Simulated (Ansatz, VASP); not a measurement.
One calculation of KCl, two programs

```
K Cl
1.0
     0.00000    3.29812    3.15610
     3.29812    0.00000    3.15610
     3.29812    3.29812    0.00000
K Cl
1 1
Direct
  0.00000 0.00000 0.00000
  0.50000 0.50000 0.50000
```

Change from the starting cell: strain +0.0450 x Voigt [1, 1, 0, 0, 0, 0], atoms carried along.

Alike in both runs: task single point; functional r2SCAN; k mesh 6 × 6 × 6; occupations gaussian, width 0.05 eV; no spin polarisation.

|  | VASP | Ansatz |
| --- | --- | --- |
| version | VASP 6.6.1 | Ansatz 0.2.0 |
| potentials or method | VASP PAW PBE potentials, release 64 (K_sv, Cl), cutoff 520 eV | scalar-relativistic, plane waves, PAW |
| valence electrons in the cell | 16 | 16 |

Ansatz gave:

```
gap on the k mesh at the Fermi level (eV)                     : 5.49
least direct gap on the mesh (eV)                             : 5.49
pressure (GPa)                                                : -1.4
traceless stress, the component that is largest in VASP (GPa) : 0.74
```

Q: Estimate VASP's values.

A: gap on the k mesh at the Fermi level (eV): 5.49; least direct gap on the mesh (eV): 5.49; pressure (GPa): -1.4; traceless stress, the component that is largest in VASP (GPa): 0.75.

VASP's potentials were made for PBE, not for r2SCAN.
